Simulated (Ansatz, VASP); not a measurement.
# One calculation of As, two programs

Contents of POSCAR:

```
As
1.0
    2.7036817444      0.0000000000      0.0000000000
    0.0000000000      2.7036817444      0.0000000000
    0.0000000000      0.0000000000      2.7036817444
As
1
Direct
    0.5000000000      0.5000000000      0.5000000000
```

The input INCAR.step1:

```
SYSTEM = As
PREC = Accurate
ENCUT = 600
EDIFF = 1E-5
ISMEAR = -1
SIGMA = 0.05
LREAL = .FALSE.
LASPH = .TRUE.
NELM = 80
ALGO = Normal
LWAVE = .TRUE.
LCHARG = .FALSE.
GGA = PE
NBANDS = 8
```

The input INCAR.step2:

```
SYSTEM = As
PREC = Accurate
ENCUT = 600
EDIFF = 1E-6
ISMEAR = -1
SIGMA = 0.05
LREAL = .FALSE.
LASPH = .TRUE.
NELM = 80
ALGO = Normal
ISIF = 3
LWAVE = .FALSE.
LCHARG = .FALSE.
GGA = PE
LHFCALC = .TRUE.
HFSCREEN = 0.2079
PRECFOCK = Normal
IBRION = 2
NSW = 60
EDIFFG = -0.01
ISTART = 1
```

Contents of KPOINTS:

```
regular mesh
0
G
  5 5 5
  0 0 0
```

File input:

```
crystal:
  lattice:
    - [2.7036817444, 0.0, 0.0]
    - [0.0, 2.7036817444, 0.0]
    - [0.0, 0.0, 2.7036817444]
  atoms:
    - { symbol: As, position: [0.5, 0.5, 0.5] }
hamiltonian:
  xc: hse06
  pseudopotentials: { kind: paw }
kpoints:
  mp_grid: { grid: [5, 5, 5] }
scf:
  occupations: { method: fermi_dirac, width: 0.05 }
output:
  forces: true
  stress: true
  eigenvalues: true
  write_density: true
  write_potential: true
  elf: true
  volumetric_format: npy
relax:
  f_tol: 0.01
  max_steps: 40
  cell: { stress_tol: 0.05 }
```

Alike in both runs: task relaxation of cell and atoms; functional HSE06; k mesh 5 × 5 × 5; occupations fermi-dirac, width 0.05 eV; no spin polarisation.

|  | VASP | Ansatz |
| --- | --- | --- |
| version | VASP 6.6.1 | Ansatz 0.2.0 |
| potentials or method | VASP PAW PBE potentials, release 64 (As) | Ansatz PAW |
| plane-wave cutoff (eV) | 600 | 420 |
| valence electrons in the cell | 5 | 15 |

Ansatz gave:

```
gap on the k mesh at the Fermi level, each at its own relaxed structure (eV) : none
relaxed volume (Å³/atom)                                                     : 19.62
relaxed length of the cell vector where the two differ most in proportion (Å)              : 2.697
```

Which values does VASP return?

gap on the k mesh at the Fermi level, each at its own relaxed structure (eV): none; relaxed volume (Å³/atom): 19.50; relaxed length of the cell vector where the two differ most in proportion (Å): 2.692.

A gap of «none» marks a metal or a gap that the smearing closes. VASP's potentials hold 5 valence electrons a cell and Ansatz's 15, so a difference there can come from the potentials and not from the codes.

The k mesh is coarse, so the values compare programs but aren't converged. Noted on Ansatz's run: the plane-wave basis is chosen anew once the cell has moved, so the energies of steps on either side of that aren't comparable.
